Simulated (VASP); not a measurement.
Gd, 1 atom in the cell. Symmetry: Fm-3m, No. 225, cubic system. Conventional cell: a = 5.172 Å, b = 5.172 Å, c = 5.172 Å, α = 90.00°, β = 90.00°, γ = 90.00°. Gd (site symmetry m-3m) has 12 Gd at 3.66 Å within 4.8 Å. 

| Item | Value |
| --- | --- |
| Program | VASP 6.6.1 |
| Task | single point |
| Functional | PBE |
| Potentials or basis | VASP PAW PBE potentials, release 64 (Gd) |
| Cutoff | 520 eV |
| k mesh | 8 × 8 × 8 |
| Occupations | fermi-dirac, width 0.05 eV |
| Spin | collinear spin, ferromagnetic start |
| Starting moments | [14.0] μB |
| Fixed moment | 14 μB |
| Dipole correction | no |
| Further INCAR settings | ALGO = Normal; EDIFF = 1e-07; NBANDS = 19 |

Potentials or basis: VASP PAW PBE potentials, release 64 (Gd).

Launch:

```sh
$ cat potpaw_PBE.64/Gd/POTCAR > POTCAR
$ mpirun -np 1 vasp_std > vasp.out
```

Hardware: 1 thread of Intel(R) Xeon(R) 6975P-C (Granite Rapids), on a shared host.

Question: How long does it take, and how much memory?

Answer: Run time: 31 s on 1 thread of Intel(R) Xeon(R) 6975P-C (Granite Rapids) (shared host), peak memory 0.19 GiB. Counts: scf iterations 19, k points 29.
